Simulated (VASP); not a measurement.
# InP (Cmmm) in VASP: further runs

Runs on InP. Level: PBE. Tasks: single point.

All numbers are computed with VASP 6.6.1; they aren't measurements. Logs are shortened: lines on timing, memory, paths and dates and some standing lists are left out, and cuts for length are marked.

## Step 1: The cell of the first run

The structure is orthorhombic, space group Cmmm (No. 65). Conventional cell: a = 3.764 Å, b = 4.861 Å, c = 4.945 Å, α = 90.00°, β = 90.00°, γ = 90.00°. Within 4.0 Å of In (site symmetry mmm) lie 6 In at 3.07 to 3.76 Å and 8 P at 3.11 to 3.47 Å. Within 4.0 Å of P (site symmetry mmm) lie 6 P at 3.07 to 3.76 Å and 8 In at 3.11 to 3.47 Å.

## Step 2: Single point, PBE

INCAR reads:

```
PREC = Accurate
ENCUT = 520
EDIFF = 1E-7
ISMEAR = 0
SIGMA = 0.1
LREAL = False
LASPH = True
NELM = 60
ALGO = Normal
ISIF = 2
LWAVE = False
LCHARG = True
GGA = PE
LELF = True
LVHAR = True
NBANDS = 16
```

KPOINTS reads:

```
regular mesh
0
Gamma
  6 6 4
```

POSCAR reads:

```
InP
1.0
    1.8822485500     -2.4303857200      0.0000000000
    1.8822485500      2.4303857200      0.0000000000
    0.0000000000      0.0000000000      4.9449330200
In P
1 1
Direct
    0.5000000000      0.5000000000      0.5000000000
    0.0000000000      0.0000000000      0.0000000000
```

Potentials or basis: VASP PAW PBE potentials, release 64 (In_d, P).

Started as:

```bash
> cat potpaw_PBE.64/In_d/POTCAR potpaw_PBE.64/P/POTCAR > POTCAR
> mpirun -np 1 vasp_std > vasp.out
```

OUTCAR:

```text
PREC = Accurate
   ENCUT = 520
   EDIFF = 1E-7
   ISMEAR = 0
   LREAL = False
   LASPH = True
   NELM = 60
   ISIF = 2
   GGA = PE

 ion  position               nearest neighbor table
   1  0.500  0.500  0.500-   2 3.11   2 3.11   2 3.11   2 3.11   2 3.47   2 3.47   2 3.47   2 3.47

   2  0.000  0.000  0.000-   1 3.11   1 3.11   1 3.11   1 3.11   1 3.47   1 3.47   1 3.47   1 3.47

  LATTYP: Found a base centered orthorhombic cell.
 ALAT       =     3.7644971000
 B/A-ratio  =     1.2912140217
 C/A-ratio  =     1.3135706812

  Lattice vectors:

 A1 = (   1.8822485500,  -2.4303857200,   0.0000000000)
 A2 = (   1.8822485500,   2.4303857200,   0.0000000000)
 A3 = (   0.0000000000,   0.0000000000,   4.9449330200)

Analysis of symmetry for initial positions (statically):
=====================================================================
 Subroutine PRICEL returns:
 Original cell was already a primitive cell.

 Routine SETGRP: Setting up the symmetry group for a
 base centered orthorhombic supercell.

 Subroutine GETGRP returns: Found  8 space group operations
 (whereof  8 operations were pure point group operations)
 out of a pool of  8 trial point group operations.

The static configuration has the point symmetry D_2h.

Analysis of symmetry for dynamics (positions and initial velocities):
=====================================================================
 Subroutine PRICEL returns:
 Original cell was already a primitive cell.

 Routine SETGRP: Setting up the symmetry group for a
 base centered orthorhombic supercell.

 Subroutine GETGRP returns: Found  8 space group operations
 (whereof  8 operations were pure point group operations)
 out of a pool of  8 trial point group operations.

The dynamic configuration has the point symmetry D_2h.

 Subroutine INISYM returns: Found  8 space group operations
 (whereof  8 operations are pure point group operations),
 and found     1 'primitive' translations

----------------------------------------------------------------------------------------

                                     Primitive cell

  volume of cell :      45.2421

  direct lattice vectors                    reciprocal lattice vectors
     1.882248550 -2.430385720  0.000000000     0.265639732 -0.205728661  0.000000000
     1.882248550  2.430385720  0.000000000     0.265639732  0.205728661  0.000000000
     0.000000000  0.000000000  4.944933020     0.000000000  0.000000000  0.202227208

[... 76 lines left out ...]
   ICHARG =      2    charge: 1-file 2-atom 10-const
   ISPIN  =      1    spin polarized calculation?
   LNONCOLLINEAR =      F non collinear calculations
   LSORBIT =      F    spin-orbit coupling
   LASPH  =      T    aspherical Exc in radial PAW
   ENCUT  =  520.0 eV  38.22 Ry    6.18 a.u.   5.72  5.72  9.19*2*pi/ulx,y,z
   NELM   =     60;   NELMIN=  2; NELMDL= -5     # of ELM steps
   EDIFF  = 0.1E-06   stopping-criterion for ELM
   LREAL  =      F    real-space projection
   EDIFFG = 0.1E-05   stopping-criterion for IOM
   NSW    =      0    number of steps for IOM
   IBRION =     -1    ionic relax: 0-MD 1-quasi-New 2-CG
   NFREE  =      0    steps in history (QN), initial steepest desc. (CG)
   ISIF   =      2    stress and relaxation
   ISYM   =      2    0-nonsym 1-usesym 2-fastsym
   POTIM  = 0.5000    time-step for ionic-motion
   TEBEG  =    0.0;   TEEND  =   0.0 temperature during run
   PSTRESS=    0.0 pullay stress
   NELECT =      18.0000    total number of electrons
   NUPDOWN=      -1.0000    fix difference up-down
   EMIN   =  10.00;   EMAX   =-10.00  energy-range for DOS
   EFERMI =   0.00;   METHOD = LEGACY
   ISMEAR =     0;   SIGMA  =   0.10  broadening in eV -4-tet -1-fermi 0-gaus
   EFERMI_NEDOS =   21; number of points for ismear=-14 and -15
   IALGO  =     38    algorithm
   IMIX   =      4    mixing-type and parameters
     AMIX     =   0.40;   BMIX     =  1.00
     AMIX_MAG =   1.60;   BMIX_MAG =  1.00
  volume/ion in A,a.u.               =      22.62       152.65
  Fermi-wavevector in a.u.,A,eV,Ry     =   1.204069  2.275361 19.725492  1.449783
  Thomas-Fermi vector in A             =   2.339805
   LORBIT       =      0    0 simple, 1 ext, 2 COOP (PROOUT), +10 PAW based schemes
   GGA     = PE    functional components
   LHFCALC =     F    Hartree Fock is set to
   AEXX    =    0.0000 exact exchange contribution
   IVDW    =     0    specifies the selected vdW correction
   LEPSILON=     F    determine dielectric tensor
   LRPA    =     F    only Hartree local field effects (RPA)
 non-spin polarized calculation
 Gauss-broadening in eV      SIGMA  =   0.10
  energy-cutoff  :      520.00
  volume of cell :       45.24
 maximum number of plane-waves:      1236
   NGX = 11   NGY = 11   NGZ = 19

 number of electron      18.0000005 magnetization

 Free energy of the ion-electron system (eV)
  ---------------------------------------------------
  ext. energy  EPLUGINS =         0.00000000
  ---------------------------------------------------
  free energy    TOTEN  =        -6.84605450 eV

  energy without entropy =       -6.83624897  energy(sigma->0) =       -6.84115174

 E-fermi :   6.7290     XC(G=0): -10.2549

 val. band max:        6.6825922091   @ k =   0.1667   0.1667   0.0000
 cond. band min:       6.7583680358   @ k =   0.3333   0.1667   0.0000
 fundamental gap:      0.0757758267
 Fermi energy:         6.7290242816

 k-point     1 :       0.0000    0.0000    0.0000
  band No.  band energies     occupation
      1      -8.0272      2.00000
      2      -7.8270      2.00000
      3      -7.4833      2.00000
      4      -7.4688      2.00000
      5      -7.4533      2.00000
      6      -5.1865      2.00000
[... 433 lines left out ...]
      3      -7.6138      2.00000
      4      -7.4993      2.00000
      5      -7.3370      2.00000
      6      -1.7326      2.00000
[... 8 lines left out ...]
     15      15.7805      0.00000
     16      15.9912      0.00000

 [... further k-points ...]
[... 5 lines left out ...]
  --------------------------------------------------------------------------------------
  -------------------------------------------------------------------------------------
  Total       -0.9114554     -0.4238564     -1.0406880      0.0000000      0.0000000      0.0000000
  in kB      -32.2777615    -15.0102087    -36.8543328      0.0000000      0.0000000      0.0000000
  external PRESSURE =     -28.0474343 kB  Pullay stress =       0.0000000 kB

 VOLUME and BASIS-vectors are now :
 -----------------------------------------------------------------------------
  energy-cutoff  :      520.00
  volume of cell :       45.24
      direct lattice vectors                 reciprocal lattice vectors
     1.882248550 -2.430385720  0.000000000     0.265639732 -0.205728661  0.000000000
     1.882248550  2.430385720  0.000000000     0.265639732  0.205728661  0.000000000
     0.000000000  0.000000000  4.944933020     0.000000000  0.000000000  0.202227208

 POSITION                                       TOTAL-FORCE (eV/Angst)
 -----------------------------------------------------------------------------------
      1.88225      0.00000      2.47247         0.000000      0.000000      0.000000
      0.00000      0.00000      0.00000        -0.000000     -0.000000      0.000000
 -----------------------------------------------------------------------------------
    total drift:                                0.000000      0.000000     -0.000000

  FREE ENERGIE OF THE ION-ELECTRON SYSTEM (eV)
  ---------------------------------------------------
  free  energy   TOTEN  =        -6.8460544974 eV

  energy  without entropy=       -6.8362489739  energy(sigma->0) =       -6.84115174
```

It took 24 s on 1 thread of Intel Xeon 8259CL, shared host; peak memory 0.17 GiB.

Results:

```
Free energy            : -6.8461 eV
Pressure               : -2.8 GPa
Band gap on the k mesh : zero (band 9 reaches 8.78 eV, above the bottom of band 10 at 5.45 eV)
```

Stress tensor (GPa, compression positive):
```
-3.23  0.00  0.00
 0.00 -1.50  0.00
 0.00  0.00 -3.69
```

Levels at points of the mesh, in eV from the Fermi level:
| k point | band 6 | band 7 | band 8 | band 9 | band 10 | band 11 | band 12 | band 13 |
| --- | --- | --- | --- | --- | --- | --- | --- | --- |
| (0.00, 0.00, 0.00) | -11.92 | -5.63 | -4.22 | 1.74 | 2.89 | 7.59 | 7.69 | 7.70 |
| (0.50, 0.00, 0.00) | -9.53 | -5.74 | -1.13 | -1.13 | -0.61 | 1.49 | 2.63 | 6.77 |
| (0.50, 0.50, 0.00) | -8.00 | -4.24 | -1.78 | -0.53 | -0.39 | 0.81 | 4.22 | 4.75 |
| (0.00, 0.00, 0.50) | -11.39 | -8.42 | 1.30 | 2.05 | 2.83 | 3.03 | 7.79 | 7.80 |
| (0.50, 0.00, 0.50) | -9.13 | -4.69 | -4.07 | -3.80 | 2.49 | 3.17 | 6.84 | 8.00 |
| (0.50, 0.50, 0.50) | -7.96 | -3.45 | -2.18 | -1.32 | -1.22 | 2.24 | 2.27 | 2.66 |

Caveat: spin-orbit coupling is left out, which moves the levels of the heavy elements.

## Step 3: Single point, PBE

This run uses another cell than the first one, of 22.26 Å³/atom, 0.984 times its volume.

INCAR reads:

```
SYSTEM = InP
  PREC = Accurate
  ENCUT = 520
  EDIFF = 1E-6
  ISMEAR = 0
  SIGMA = 0.1
  LREAL = .False.
  LASPH = .True.
  NELM = 80
  ALGO = Normal
  ISIF = 2
  LWAVE = .False.
  LCHARG = .False.
  GGA = PE
  NBANDS = 16
```

KPOINTS reads:

```
Automatic mesh
0
Gamma
  18 18 12
  0 0 0
```

POSCAR reads:

```
InP
1.0
    1.9533184908     -3.0385443189      0.0000000000
    1.9533184908      3.0385443189      0.0000000000
    0.0000000000      0.0000000000      3.7511485763
In P
1 1
Direct
    0.5000000000      0.5000000000      0.5000000000
    0.0000000000      0.0000000000      0.0000000000
```

Potentials or basis: VASP PAW PBE potentials, release 64 (In_d, P).

Started as:

```bash
> cat potpaw_PBE.64/In_d/POTCAR potpaw_PBE.64/P/POTCAR > POTCAR
> mpirun -np 1 vasp_std > vasp.out
```

Run time: 6.2 min. Hardware: 1 thread of Intel Xeon 8259CL, shared host; peak memory 0.52 GiB.

The run converged. Its results:

```
Free energy            : -7.2699 eV
Pressure               : -0.1 GPa
Band gap on the k mesh : zero (band 9 reaches 8.24 eV, above the bottom of band 10 at 4.64 eV)
```

Levels at points of the mesh, in eV from the Fermi level:
```
           k point  band 5  band 6  band 7  band 8  band 9  band 10  band 11  band 12  band 13  band 14
(0.00, 0.00, 0.00)  -14.35  -11.90   -1.94   -1.39   -1.05     0.94     5.01     6.44     6.75     8.08
(0.50, 0.00, 0.00)  -14.33  -10.13   -6.76   -0.28    0.22     1.29     3.82     3.87     4.10    10.78
(0.50, 0.50, 0.00)  -14.31   -9.89   -4.79   -2.49   -1.02    -0.64     4.30     5.50     7.43     8.01
(0.00, 0.00, 0.50)  -14.35  -10.55   -7.54    0.65    1.46     3.86     4.47     4.75     7.68     8.03
(0.50, 0.00, 0.50)  -14.25   -8.59   -4.54   -4.51   -3.66     0.13     4.01     5.76     6.87    10.37
(0.50, 0.50, 0.50)  -14.27   -9.17   -4.83   -2.69   -1.18    -0.52     2.20     2.41     3.15    13.83
```

Caveat: spin-orbit coupling is left out, which moves the levels of the heavy elements.
